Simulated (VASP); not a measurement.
# Al (P6_3/mmc) in VASP: a series of runs

Runs on Al. Level: LDA. Tasks: single point.

Everything below comes from runs of VASP 6.6.1. Logs are shortened: lines on timing, memory, paths and dates and some standing lists are left out, and cuts for length are marked.

## 1. The cell of the first run

It takes space group P6_3/mmc (No. 194, hexagonal). Conventional cell: a = 2.760 Å, b = 2.760 Å, c = 4.511 Å, α = 90.00°, β = 90.00°, γ = 120.00°. Al (site symmetry -6m2) has 12 Al at 2.76 Å within 3.6 Å.

## 2. Single point, LDA

Input file INCAR:

```
SYSTEM = Al
PREC = Accurate
ENCUT = 520
EDIFF = 1E-7
ISMEAR = 0
SIGMA = 0.15
LREAL = .False.
LASPH = .True.
NELM = 60
ALGO = Normal
ISIF = 2
LWAVE = .False.
LCHARG = .False.
NBANDS = 10
```

Input file KPOINTS:

```
Automatic mesh
0
Gamma
  18 18 10
  0 0 0
```

Input file POSCAR:

```
Al
1.0
    2.7604000000      0.0000000000      0.0000000000
   -1.3802000000      2.3905765246      0.0000000000
    0.0000000000      0.0000000000      4.5105000000
Al
2
Direct
    0.6666666667      0.3333333333      0.7500000000
    0.3333333333      0.6666666667      0.2500000000
```

Potentials or basis: VASP PAW LDA potentials, release 64 (Al).

Launch:

```bash
cat potpaw_LDA.64/Al/POTCAR > POTCAR
mpirun -np 1 vasp_std > vasp.out
```

OUTCAR:

```text
SYSTEM = Al
   PREC = Accurate
   ENCUT = 520
   EDIFF = 1E-7
   ISMEAR = 0
   LREAL = .False.
   LASPH = .True.
   NELM = 60
   ISIF = 2

 ion  position               nearest neighbor table
   1  0.667  0.333  0.750-   2 2.76   2 2.76   2 2.76   2 2.76   2 2.76   2 2.76
   2  0.333  0.667  0.250-   1 2.76   1 2.76   1 2.76   1 2.76   1 2.76   1 2.76

  LATTYP: Found a hexagonal cell.
 ALAT       =     2.7604000000
 C/A-ratio  =     1.6340023185

  Lattice vectors:

 A1 = (   2.7604000000,   0.0000000000,   0.0000000000)
 A2 = (  -1.3802000000,   2.3905765246,   0.0000000000)
 A3 = (   0.0000000000,   0.0000000000,   4.5105000000)

Analysis of symmetry for initial positions (statically):
=====================================================================
 Subroutine PRICEL returns:
 Original cell was already a primitive cell.

 Routine SETGRP: Setting up the symmetry group for a
 hexagonal supercell.

 Subroutine GETGRP returns: Found 24 space group operations
 (whereof 12 operations were pure point group operations)
 out of a pool of 24 trial point group operations.

The static configuration has the point symmetry D_3d.
 The point group associated with its full space group is D_6h.

Analysis of symmetry for dynamics (positions and initial velocities):
=====================================================================
 Subroutine PRICEL returns:
 Original cell was already a primitive cell.

 Routine SETGRP: Setting up the symmetry group for a
 hexagonal supercell.

 Subroutine GETGRP returns: Found 24 space group operations
 (whereof 12 operations were pure point group operations)
 out of a pool of 24 trial point group operations.

The dynamic configuration has the point symmetry D_3d.
 The point group associated with its full space group is D_6h.

 Subroutine INISYM returns: Found 24 space group operations
 (whereof 12 operations are pure point group operations),
 and found     1 'primitive' translations

----------------------------------------------------------------------------------------

                                     Primitive cell

  volume of cell :      29.7646

  direct lattice vectors                    reciprocal lattice vectors
     2.760400000  0.000000000  0.000000000     0.362266338  0.209154568  0.000000000
    -1.380200000  2.390576525  0.000000000     0.000000000  0.418309136  0.000000000
     0.000000000  0.000000000  4.510500000     0.000000000  0.000000000  0.221704911

  length of vectors
     2.760400000  2.760400000  4.510500000     0.418309136  0.418309136  0.221704911

  position of ions in fractional coordinates (direct lattice)
     0.666666667  0.333333333  0.750000000
     0.333333333  0.666666667  0.250000000

  ion indices of the primitive-cell ions
   primitive index   ion index
                 1           1
                 2           2

----------------------------------------------------------------------------------------

 KPOINTS: Automatic mesh

Automatic generation of k-mesh.
 Grid dimensions read from file:
 generate k-points for:   18   18   10

 Generating k-lattice:

  Cartesian coordinates                     Fractional coordinates (reciprocal lattice)
     0.020125908  0.011619698  0.000000000     0.055555556 -0.000000000  0.000000000
     0.000000000  0.023239396  0.000000000     0.000000000  0.055555556  0.000000000
     0.000000000  0.000000000  0.022170491     0.000000000  0.000000000  0.100000000

  Length of vectors
     0.023239396  0.023239396  0.022170491

  Shift w.r.t. Gamma in fractional coordinates (k-lattice)
     0.000000000  0.000000000  0.000000000

 Subroutine IBZKPT returns following result:
 ===========================================

 Found    222 irreducible k-points:

 Following reciprocal coordinates:
            Coordinates               Weight
  0.000000  0.000000  0.000000      1.000000
  0.055556  0.000000  0.000000      6.000000
  0.111111  0.000000  0.000000      6.000000
  0.166667  0.000000  0.000000      6.000000
  0.222222  0.000000  0.000000      6.000000
  0.277778  0.000000  0.000000      6.000000
[... 16 lines left out ...]
  0.333333  0.111111  0.000000     12.000000
  0.388889  0.111111  0.000000     12.000000
 [... further k-points ...]
   k-points           NKPTS =    222   k-points in BZ     NKDIM =    222   number of bands    NBANDS=     10
   number of dos      NEDOS =    301   number of ions     NIONS =      2
   total plane-waves  NPLWV =  20736
   dimension x,y,z NGX =    24 NGY =   24 NGZ =   36
   dimension x,y,z NGXF=    48 NGYF=   48 NGZF=   72
   ions per type =               2
   NGX,Y,Z   is equivalent  to a cutoff of  14.45, 14.45, 13.27 a.u.
   NGXF,Y,Z  is equivalent  to a cutoff of  28.91, 28.91, 26.54 a.u.
 SYSTEM =  Al
   PREC   = accura    normal or accurate (medium, high low for compatibility)
   ISTART =      0    job   : 0-new  1-cont  2-samecut
   ICHARG =      2    charge: 1-file 2-atom 10-const
   ISPIN  =      1    spin polarized calculation?
   LNONCOLLINEAR =      F non collinear calculations
   LSORBIT =      F    spin-orbit coupling
   LASPH  =      T    aspherical Exc in radial PAW
   ENCUT  =  520.0 eV  38.22 Ry    6.18 a.u.   5.13  5.13  8.39*2*pi/ulx,y,z
   NELM   =     60;   NELMIN=  2; NELMDL= -5     # of ELM steps
   EDIFF  = 0.1E-06   stopping-criterion for ELM
   LREAL  =      F    real-space projection
   EDIFFG = 0.1E-05   stopping-criterion for IOM
   NSW    =      0    number of steps for IOM
   IBRION =     -1    ionic relax: 0-MD 1-quasi-New 2-CG
   NFREE  =      0    steps in history (QN), initial steepest desc. (CG)
   ISIF   =      2    stress and relaxation
   ISYM   =      2    0-nonsym 1-usesym 2-fastsym
   POTIM  = 0.5000    time-step for ionic-motion
   TEBEG  =    0.0;   TEEND  =   0.0 temperature during run
   PSTRESS=    0.0 pullay stress
   NELECT =       6.0000    total number of electrons
   NUPDOWN=      -1.0000    fix difference up-down
   EMIN   =  10.00;   EMAX   =-10.00  energy-range for DOS
   EFERMI =   0.00;   METHOD = LEGACY
   ISMEAR =     0;   SIGMA  =   0.15  broadening in eV -4-tet -1-fermi 0-gaus
   EFERMI_NEDOS =   21; number of points for ismear=-14 and -15
   IALGO  =     38    algorithm
   IMIX   =      4    mixing-type and parameters
     AMIX     =   0.40;   BMIX     =  1.00
     AMIX_MAG =   1.60;   BMIX_MAG =  1.00
  volume/ion in A,a.u.               =      14.88       100.43
  Fermi-wavevector in a.u.,A,eV,Ry     =   0.959899  1.813946 12.536486  0.921406
  Thomas-Fermi vector in A             =   2.089136
   LORBIT       =      0    0 simple, 1 ext, 2 COOP (PROOUT), +10 PAW based schemes
   GGA     = CA    functional components
   LHFCALC =     F    Hartree Fock is set to
   AEXX    =    0.0000 exact exchange contribution
   IVDW    =     0    specifies the selected vdW correction
   LEPSILON=     F    determine dielectric tensor
   LRPA    =     F    only Hartree local field effects (RPA)
 non-spin polarized calculation
 Gauss-broadening in eV      SIGMA  =   0.15
  energy-cutoff  :      520.00
  volume of cell :       29.76
 maximum number of plane-waves:       819
 NGX is ok and might be reduce to    24
   NGX = 11   NGY = 11   NGZ = 17

 number of electron       6.0000000 magnetization

 Free energy of the ion-electron system (eV)
  ---------------------------------------------------
  ext. energy  EPLUGINS =         0.00000000
  ---------------------------------------------------
  free energy    TOTEN  =        -8.27476660 eV

  energy without entropy =       -8.26389723  energy(sigma->0) =       -8.26933192

 E-fermi :   8.9139     XC(G=0): -10.7325

 val. band max:        8.9087531916   @ k =   0.0556   0.0000   0.3000
 cond. band min:       8.9241293698   @ k =   0.2778   0.1111   0.3000
 fundamental gap:      0.0153761781
 Fermi energy:         8.9139090657

 k-point     1 :       0.0000    0.0000    0.0000
  band No.  band energies     occupation
      1      -2.9273      2.00000
      2       3.9361      2.00000
      3       4.3543      2.00000
      4      20.2408      0.00000
      5      20.2408      0.00000
      6      20.4239      0.00000
      7      20.4239      0.00000
      8      21.5048      0.00000
      9      23.9233      0.00000
     10      24.3766      0.00000

 k-point     2 :       0.0556    0.0000    0.0000
  band No.  band energies     occupation
      1      -2.8477      2.00000
      2       4.0093      2.00000
      3       4.4315      2.00000
      4      18.4970      0.00000
      5      19.1950      0.00000
      6      20.3539      0.00000
      7      21.5947      0.00000
      8      22.2219      0.00000
      9      24.1575      0.00000
     10      24.4853      0.00000

 k-point     3 :       0.1111    0.0000    0.0000
  band No.  band energies     occupation
      1      -2.6090      2.00000
      2       4.2289      2.00000
      3       4.6617      2.00000
      4      16.3178      0.00000
      5      18.1960      0.00000
      6      19.5149      0.00000
      7      22.2500      0.00000
      8      22.4432      0.00000
      9      22.9105      0.00000
     10      23.6430      0.00000

 k-point     4 :       0.1667    0.0000    0.0000
  band No.  band energies     occupation
      1      -2.2121      2.00000
      2       4.5950      2.00000
      3       5.0413      2.00000
      4      14.1577      0.00000
      5      17.3306      0.00000
      6      18.5077      0.00000
      7      20.3717      0.00000
      8      20.9600      0.00000
      9      23.2184      0.00000
     10      23.4884      0.00000
[... 222 lines left out ...]
 k-point    22 :       0.2778    0.1111    0.0000
  band No.  band energies     occupation
      1       0.1421      2.00000
      2       6.7913      2.00000
      3       6.9918      2.00000
      4       8.7693      1.82721
      5      12.3401      0.00000
      6      14.7567      0.00000
      7      15.6292      0.00000
      8      18.8832      0.00000
      9      19.3594      0.00000
     10      20.5290      0.00000

 k-point    23 :       0.3333    0.1111    0.0000
  band No.  band energies     occupation
      1       1.1479      2.00000
      2       6.4114      2.00000
      3       7.7388      2.00000
      4       8.5694      1.99884
      5      11.8520      0.00000
      6      13.0937      0.00000
      7      14.2370      0.00000
      8      18.4905      0.00000
      9      19.0474      0.00000
     10      20.2000      0.00000

 k-point    24 :       0.3889    0.1111    0.0000
  band No.  band energies     occupation
      1       2.2967      2.00000
      2       4.9847      2.00000
      3       8.8145      1.65137
      4       9.4393      0.00000
      5      11.2847      0.00000
      6      11.5840      0.00000
      7      13.2157      0.00000
      8      18.2572      0.00000
      9      18.8583      0.00000
     10      19.9988      0.00000

 [... further k-points ...]

------------------------ aborting loop because EDIFF is reached ----------------------------------------

  FORCE on cell =-STRESS in cart. coord.  units (eV):
  Direction    XX          YY          ZZ          XY          YZ          ZX
  --------------------------------------------------------------------------------------
  -------------------------------------------------------------------------------------
  Total        1.2172103      1.2172103      1.2046983      0.0000000     -0.0000000      0.0000000
  in kB       65.5204439     65.5204439     64.8469462      0.0000000     -0.0000000      0.0000000
  external PRESSURE =      65.2959447 kB  Pullay stress =       0.0000000 kB

 VOLUME and BASIS-vectors are now :
 -----------------------------------------------------------------------------
  energy-cutoff  :      520.00
  volume of cell :       29.76
      direct lattice vectors                 reciprocal lattice vectors
     2.760400000  0.000000000  0.000000000     0.362266338  0.209154568  0.000000000
    -1.380200000  2.390576525  0.000000000     0.000000000  0.418309136  0.000000000
     0.000000000  0.000000000  4.510500000     0.000000000  0.000000000  0.221704911

 POSITION                                       TOTAL-FORCE (eV/Angst)
 -----------------------------------------------------------------------------------
      1.38020      0.79686      3.38288        -0.000000      0.000000      0.000000
     -0.00000      1.59372      1.12763         0.000000      0.000000      0.000000
 -----------------------------------------------------------------------------------
    total drift:                               -0.000000      0.000000     -0.000000

  FREE ENERGIE OF THE ION-ELECTRON SYSTEM (eV)
  ---------------------------------------------------
  free  energy   TOTEN  =        -8.2747666046 eV

  energy  without entropy=       -8.2638972304  energy(sigma->0) =       -8.26933192
```

It took 19 s on 1 thread of Intel Xeon 6975P-C (Granite Rapids), shared host; peak memory 0.17 GiB.

Results:

```yaml
Free_energy: -8.2748 eV
Pressure: 6.5 GPa
Band_gap_on_the_k_mesh: zero (band 3 reaches 13.22 eV, above the bottom of band 4 at 5.56 eV)
```

Levels at points of the mesh, in eV from the Fermi level:
| k point | band 1 | band 2 | band 3 | band 4 | band 5 | band 6 |
| --- | --- | --- | --- | --- | --- | --- |
| (0.00, 0.00, 0.00) | -11.84 | -4.98 | -4.56 | 11.33 | 11.33 | 11.51 |
| (0.50, 0.00, 0.00) | -5.60 | -5.51 | 0.59 | 1.28 | 1.40 | 1.96 |
| (0.00, 0.00, 0.50) | -10.04 | -10.04 | 3.62 | 3.62 | 12.40 | 12.40 |
| (0.50, 0.00, 0.50) | -4.23 | -4.23 | -3.35 | -3.35 | 7.54 | 7.54 |

(Continued in part 2 of 2.)
